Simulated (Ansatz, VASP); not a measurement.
C: VASP beside Ansatz

```
C
1.0
     0.00000    1.74709    1.74709
     1.74709    0.00000    1.74709
     1.74709    1.74709    0.00000
C
2
Cartesian
  0.0000 0.0000 0.0000
  0.8735 0.8735 0.8735
```

Alike in both runs: task single point; functional PBE; k mesh 2 × 2 × 2; no spin polarisation.

|  | VASP | Ansatz |
| --- | --- | --- |
| version | VASP 6.6.1 | Ansatz 0.2 development build |
| potentials or method | VASP PAW PBE potentials, release 64 (C), cutoff 600 eV | all-electron full-potential LAPW, non-relativistic |
| occupations | gaussian, width 0.01 eV | fixed |

|  | VASP | Ansatz | Ansatz less VASP |
| --- | --- | --- | --- |
| gap on the k mesh at the Fermi level (eV) | 4.67 | 4.69 | +0.019 |

Ansatz ran all-electron here, and VASP with PAW potentials.

The k mesh is coarse, so the values compare programs but aren't converged.
